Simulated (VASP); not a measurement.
Input of a VASP 6.6.1 run:

Contents of INCAR:

```
SYSTEM = Ti6H
PREC     = Accurate       ! precision mode
ENCUT    = 520            ! plane-wave cutoff, eV
EDIFF    = 1E-6           ! SCF threshold, eV
ISMEAR   = 0              ! smearing method
SIGMA    = 0.1            ! smearing width, eV
LREAL    = .False.        ! projectors in reciprocal space
LASPH    = .True.         ! aspherical terms in the spheres
NELM     = 80             ! most SCF steps
ALGO     = Normal         ! electronic algorithm
ISIF     = 2              ! what is computed and relaxed
LWAVE    = .False.        ! write WAVECAR
LCHARG   = .True.         ! write CHGCAR
LDIPOL   = .True.       
IDIPOL   = 3            
DIPOL    = 0.5 0.5 0.348
GGA      = PE             ! functional
LELF     = .True.         ! ELF
LVHAR    = .True.       
LVACPOTAV= .True.       
NBANDS   = 46             ! bands
```

The input KPOINTS:

```
regular mesh
0
Gamma
  9 6 1
  0 0 0
```

The input POSCAR:

```
Ti6H
1.0
    2.9381632085      0.0000000000      0.0000000000
    0.0000000000      4.6504654182      0.0000000000
    0.0000000000      0.0000000000     21.2842242132
Ti H
6 1
Direct
    0.0000000000      0.7500000000      0.1879326190
    0.5000000000      0.2500000000      0.2277825403
    0.5000000000      0.7500000000      0.3074823829
    0.0000000000      0.2500000000      0.3461291980
    0.0000000000      0.7002086722      0.4253277186
    0.5000000000      0.1802303325      0.4566166726
    0.5000000000      0.5833333333      0.4823348359
```

Potentials or basis: VASP PAW PBE potentials, release 64 (Ti_sv, H).

Command:

```bash
$ cat potpaw_PBE.64/Ti_sv/POTCAR potpaw_PBE.64/H/POTCAR > POTCAR
$ mpirun -np 1 vasp_std > vasp.out
```

Q: Estimate the largest force.

A: 0.552 eV/Å.

Forces on the atoms (eV/Å):
```
Ti   0.000 -0.020  0.370
Ti   0.000  0.020  0.059
Ti   0.000  0.100 -0.232
Ti   0.000 -0.522 -0.178
Ti   0.000  0.006 -0.006
Ti   0.000 -0.004 -0.014
H    0.000  0.420  0.001
```
